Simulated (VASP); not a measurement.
Runs of VASP 6.6.1 on Cs. The structure is that of space group Im-3m (No. 229), or close to it. The cells are those of the table. 

```tsv
level	spin	cell	gap on the mesh (eV)	pressure (GPa)
PBEsol	off	a = 5.308 Å, angles 109.5°, 1 atom	none	-0.1
PBEsol	off	a = 5.525 Å, angles 109.5°, 1 atom	none	-0.3
PBEsol	off	a = 5.216 Å, angles 109.5°, 1 atom	none	(a)
PBEsol	non-collinear, zero start, SOC	a = 5.419 Å, angles 109.5°, 1 atom	-	-0.2
PBE	off	a = 5.490 Å, angles 109.5°, 1 atom	none	-0.1
```

Alike in all rows: task single point; potentials or basis VASP PAW PBE potentials, release 64 (Cs_sv); k mesh 6 × 6 × 6; cutoff (eV) 520; smearing fermi-dirac 0.05 eV.

Task: Estimate the missing entries.

Result: (a) 0.0.

Caveats: the PAW data sets were made with another functional, which shifts forces and pressure a little (some runs); spin-orbit coupling is left out, which moves the levels of the heavy elements (some runs).

A k mesh can miss the band edges, and rows without SOC leave out spin-orbit coupling on Cs.

A gap of «none» marks levels without a gap at the run's occupations.
